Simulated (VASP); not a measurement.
Crystal: YCdC4N4.

```
Y Cd C N
1.0
     6.20478    0.00000    0.00000
     0.00000    6.20478    0.00000
     0.00000    0.00000    6.20478
Y Cd C N
1 1 4 4
Direct
  0.00000 0.00000 0.00000
  0.50000 0.50000 0.50000
  0.19596 0.19596 0.19596
  0.19596 0.80404 0.80404
  0.80404 0.19596 0.80404
  0.80404 0.80404 0.19596
  0.30483 0.30483 0.30483
  0.30483 0.69517 0.69517
  0.69517 0.30483 0.69517
  0.69517 0.69517 0.30483
```

| Item | Value |
| --- | --- |
| Program | VASP 6.6.1 |
| Task | relaxation of cell and atoms |
| Functional | PBE |
| Potentials or basis | VASP PAW PBE potentials, release 64 (Y_sv, Cd, C, N) |
| Cutoff | 600 eV |
| k mesh | 4 × 4 × 4 |
| Occupations | gaussian, width 0.1 eV |
| Spin | no spin polarisation |

At the start: pressure 11.0 GPa; volume 23.89 Å³/atom.

Q: How do energy, volume and symmetry change on relaxing?

A: Over 16 steps the energy falls by 234.2 meV/atom and the volume is 29.89 Å³/atom (+25.1 %); space group P-43m (No. 215, to 0.1 Å) before and after.

Step by step:
```csv
step,energy change (eV),largest force (eV/Å),pressure (GPa),volume (Å³)
1,0.0000,3.1062,11.02,238.88
2,-0.8613,10.8057,6.91,300.30
3,-1.5508,6.0710,7.46,272.82
4,-2.3042,0.6318,-0.14,296.09
5,-2.3042,0.6459,-0.16,296.17
6,-2.3120,0.4838,-0.22,297.53
7,-2.3202,0.2905,-0.35,300.87
8,-2.3240,0.1895,-0.40,300.77
9,-2.3316,0.3429,-0.55,300.49
10,-2.3310,0.7157,-0.84,299.94
11,-2.3340,0.5188,-0.69,300.23
12,-2.3356,0.4622,-0.64,300.10
13,-2.3393,0.2914,-0.50,299.73
14,-2.3421,0.0543,-0.20,298.98
15,-2.3421,0.0428,-0.21,299.00
16,-2.3422,0.0397,-0.20,298.93
```

Final structure:
```cif
data_structure
_symmetry_space_group_name_H-M 'P 1'
_symmetry_Int_Tables_number 1
_cell_length_a 6.6863
_cell_length_b 6.6863
_cell_length_c 6.6863
_cell_angle_alpha 90.000
_cell_angle_beta 90.000
_cell_angle_gamma 90.000
_cell_volume 298.93
loop_
_atom_site_label
_atom_site_type_symbol
_atom_site_fract_x
_atom_site_fract_y
_atom_site_fract_z
_atom_site_occupancy
Y1 Y 0.00000 0.00000 0.00000 1
Cd1 Cd 0.50000 0.50000 0.50000 1
C1 C 0.20896 0.20896 0.20896 1
C2 C 0.20896 0.79104 0.79104 1
C3 C 0.79104 0.20896 0.79104 1
C4 C 0.79104 0.79104 0.20896 1
N1 N 0.31050 0.31050 0.31050 1
N2 N 0.31050 0.68950 0.68950 1
N3 N 0.68950 0.31050 0.68950 1
N4 N 0.68950 0.68950 0.31050 1
```

Caveat: the volume moved by over 15 % at a fixed basis, so the end points are rough; an odd number of electrons without spin polarisation forces a metal; a magnetic or distorted state may lie lower.
